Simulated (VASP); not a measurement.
A run of VASP 6.6.1 is set up as follows.

File INCAR:

```
ALGO = Normal
EDIFF = 1E-6
EDIFFG = -0.002
ENCUT = 600
GGA = PS
IBRION = 2
ISIF = 3
ISMEAR = 0
LASPH = T
LCHARG = F
LREAL = F
LWAVE = F
NELM = 60
NSW = 100
PREC = Accurate
PSTRESS = 150.0
SIGMA = 0.01
```

The input KPOINTS:

```
k-points
0
Gamma
  8 8 8
```

Contents of POSCAR:

```
CaSe
1.0
    0.0000000000      2.9344500931      2.9344500931
    2.9344500931      0.0000000000      2.9344500931
    2.9344500931      2.9344500931      0.0000000000
Ca Se
1 1
Direct
    0.0000000000      0.0000000000      0.0000000000
    0.5000000000      0.5000000000      0.5000000000
```

Potentials or basis: VASP PAW PBE potentials, release 64 (Ca_sv, Se).

Command:

```bash
$ cat potpaw_PBE.64/Ca_sv/POTCAR potpaw_PBE.64/Se/POTCAR > POTCAR
$ mpirun -np 1 vasp_std > vasp.out
```

Task: Estimate the relaxed volume.

Result: 20.91 Å³/atom.

Task: Estimate the space group after relaxing (to 0.05 Å).

Result: Fm-3m (No. 225).

Task: Predict the relaxed cell.

Result: a = 3.896 Å, b = 3.896 Å, c = 3.896 Å, α = 60.00°, β = 60.00°, γ = 60.00°.

Task: Predict the band gap on the k mesh.

Result: 1.23 eV, indirect (least direct gap 2.38 eV).

The path:
```
step  energy change (eV)  largest force (eV/Å)  pressure (GPa)  volume (Å³)
   1              0.0000                0.0000            0.21        50.54
   2              1.3976                0.0000           39.49        35.33
   3              0.3341                0.0000           14.44        42.03
   4              0.3513                0.0000           14.92        41.84
   5              0.3667                0.0000           15.34        41.68
   6              0.3439                0.0000           14.72        41.92
   7              0.3542                0.0000           15.00        41.81
```

Caveat: the cell is relaxed towards a set pressure, so the enthalpy falls and the energy may rise; the volume moved by over 15 % at a fixed basis, so the end points are rough; the PAW data sets were made with another functional, which shifts forces and pressure a little. A k mesh can miss the band edges.
